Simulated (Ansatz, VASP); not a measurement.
## Al2BP3 in VASP and in Ansatz

Contents of INCAR:

```
SYSTEM = Al2BP3
PREC     = Accurate       ! precision mode
ENCUT    = 520            ! plane-wave cutoff, eV
EDIFF    = 1E-6           ! SCF threshold, eV
ISMEAR   = 0              ! smearing method
SIGMA    = 0.1            ! smearing width, eV
LREAL    = .False.        ! projectors in reciprocal space
LASPH    = .True.         ! aspherical terms in the spheres
NELM     = 100            ! most SCF steps
ALGO     = Normal         ! electronic algorithm
ISIF     = 2              ! what is computed and relaxed
LWAVE    = .False.        ! write WAVECAR
LCHARG   = .True.         ! write CHGCAR
GGA      = PE             ! functional
LELF     = .True.         ! ELF
LVHAR    = .True.       
NBANDS   = 36             ! bands
```

Contents of KPOINTS:

```
Automatic mesh
0
Gamma
  6 6 1
  0 0 0
```

POSCAR

```
Al2BP3
1.0
    3.5948848600      0.0000000000      0.0000000000
   -1.7974424300      3.1132616100      0.0000000000
    0.0000000000      0.0000000000     17.7017155200
Al B P
4 2 6
Direct
    0.3333333300      0.6666666700      0.0000230000
    0.3333333300      0.6666666700      0.6666896700
    0.6666666700      0.3333333300      0.1666896700
    0.6666666700      0.3333333300      0.5000230000
    0.3333333300      0.6666666700      0.3333563300
    0.6666666700      0.3333333300      0.8333563300
    0.3333333300      0.6666666700      0.1249770000
    0.3333333300      0.6666666700      0.4583103400
    0.3333333300      0.6666666700      0.7916436700
    0.6666666700      0.3333333300      0.2916436700
    0.6666666700      0.3333333300      0.6249770000
    0.6666666700      0.3333333300      0.9583103400
```

Input for Ansatz:

```yaml
crystal:
  lattice:
    - [3.59488486, 0.0, 0.0]
    - [-1.79744243, 3.11326161, 0.0]
    - [0.0, 0.0, 17.70171552]
  atoms:
    - { symbol: Al, position: [0.33333333, 0.66666667, 2.3e-05] }
    - { symbol: Al, position: [0.33333333, 0.66666667, 0.66668967] }
    - { symbol: Al, position: [0.66666667, 0.33333333, 0.16668967] }
    - { symbol: Al, position: [0.66666667, 0.33333333, 0.500023] }
    - { symbol: B, position: [0.33333333, 0.66666667, 0.33335633] }
    - { symbol: B, position: [0.66666667, 0.33333333, 0.83335633] }
    - { symbol: P, position: [0.33333333, 0.66666667, 0.124977] }
    - { symbol: P, position: [0.33333333, 0.66666667, 0.45831034] }
    - { symbol: P, position: [0.33333333, 0.66666667, 0.79164367] }
    - { symbol: P, position: [0.66666667, 0.33333333, 0.29164367] }
    - { symbol: P, position: [0.66666667, 0.33333333, 0.624977] }
    - { symbol: P, position: [0.66666667, 0.33333333, 0.95831034] }
basis:
  ecutwfc: 420
kpoints:
  mp_grid: { grid: [6, 6, 1] }
hamiltonian:
  xc: pbe
scf:
  occupations: { method: gaussian, width: 0.1 }
  lower_state_search: "off"
output:
  forces: true
  stress: true
  eigenvalues: true
```

Alike in both runs: task single point; functional PBE; k mesh 6 × 6 × 1; occupations gaussian, width 0.1 eV; no spin polarisation.

```csv
,VASP,Ansatz
version,VASP 6.6.1,Ansatz 0.2.0
potentials or method,"VASP PAW PBE potentials, release 64 (Al, B, P), cutoff 520 eV","scalar-relativistic, plane waves, PAW"
valence electrons in the cell,48,48
```

Ansatz gave:

| Property | Result |
| --- | --- |
| gap on the k mesh at the Fermi level (eV) | 1.04 |
| least direct gap on the mesh (eV) | 2.04 |
| pressure (GPa) | 12.2 |
| traceless stress, the component that is largest in VASP (GPa) | 0.82 |
| rms of the force components (eV/Å) | 1.186 |

Problem. Which values does VASP return?

Solution. gap on the k mesh at the Fermi level (eV): 1.04; least direct gap on the mesh (eV): 2.03; pressure (GPa): 12.1; traceless stress, the component that is largest in VASP (GPa): 0.81; rms of the force components (eV/Å): 1.184.

Atom by atom the forces differ by 0.003 eV/Å (rms over components).
